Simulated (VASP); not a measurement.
A run of VASP 6.6.1:

The input INCAR:

```
PREC = Accurate
ENCUT = 520
EDIFF = 1E-6
ISMEAR = 0
SIGMA = 0.02
LREAL = False
LASPH = True
NELM = 60
ALGO = Normal
ISIF = 2
LWAVE = False
LCHARG = True
GGA = PE
LELF = True
LVHAR = True
NBANDS = 16
```

The input KPOINTS:

```
Automatic mesh
0
Gamma
  8 8 8
```

The input POSCAR:

```
ZnSe
1.0
    0.0000000000      2.8942974343      2.8942974343
    2.8942974343      0.0000000000      2.8942974343
    2.8942974343      2.8942974343      0.0000000000
Zn Se
1 1
Direct
    0.0000000000      0.0000000000      0.0000000000
    0.2500000000      0.2500000000      0.2500000000
```

Potentials or basis: VASP PAW PBE potentials, release 64 (Zn, Se).

Run with:

```sh
$ cat potpaw_PBE.64/Zn/POTCAR potpaw_PBE.64/Se/POTCAR > POTCAR
$ mpirun -np 1 vasp_std > vasp.out
```

Hardware: 1 thread of Intel Xeon 8259CL, on a shared host.

**Question.** Estimate the wall time of this run.

**Answer.** Run time: 36 s on 1 thread of Intel Xeon 8259CL, on a shared host, peak memory 0.18 GiB. Counts: scf iterations 13, k points 29.
